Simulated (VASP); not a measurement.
A run of VASP 6.6.1 is set up as follows.

INCAR

```
PREC     = Accurate       # precision mode
ENCUT    = 520            # plane-wave cutoff, eV
EDIFF    = 1E-6           # SCF threshold, eV
ISMEAR   = 0              # smearing method
SIGMA    = 0.02           # smearing width, eV
LREAL    = False          # projectors in reciprocal space
LASPH    = True           # aspherical terms in the spheres
NELM     = 100            # most SCF steps
ALGO     = Normal         # electronic algorithm
ISIF     = 2              # what is computed and relaxed
LWAVE    = False          # write WAVECAR
LCHARG   = False          # write CHGCAR
GGA      = PS             # functional
NBANDS   = 14             # bands
```

File KPOINTS:

```
Automatic mesh
0
Gamma
  8 8 8
```

File POSCAR:

```
NaCl
1.0
   -0.1132700000      2.8205645875      2.8205645875
    2.8205645875     -0.1132700000      2.8205645875
    2.8205645875      2.8205645875     -0.1132700000
Na Cl
1 1
Direct
    0.0000000000      0.0000000000      0.0000000000
    0.5000000000      0.5000000000      0.5000000000
```

Potentials or basis: VASP PAW PBE potentials, release 64 (Na_pv, Cl).

The run is started by

```console
$ cat potpaw_PBE.64/Na_pv/POTCAR potpaw_PBE.64/Cl/POTCAR > POTCAR
$ mpirun -np 1 vasp_std > vasp.out
```

Question: Estimate the band gap on the k mesh.

Answer: 4.58 eV, direct.

Question: Predict the pressure.

Answer: -1.7 GPa.

Stress tensor (GPa, compression positive):
```
-1.71  0.42  0.42
 0.42 -1.71  0.42
 0.42  0.42 -1.71
```

Caveat: the cell differs from its parent crystal (strained); the PAW data sets were made with another functional, which shifts forces and pressure a little. A k mesh can miss the band edges.
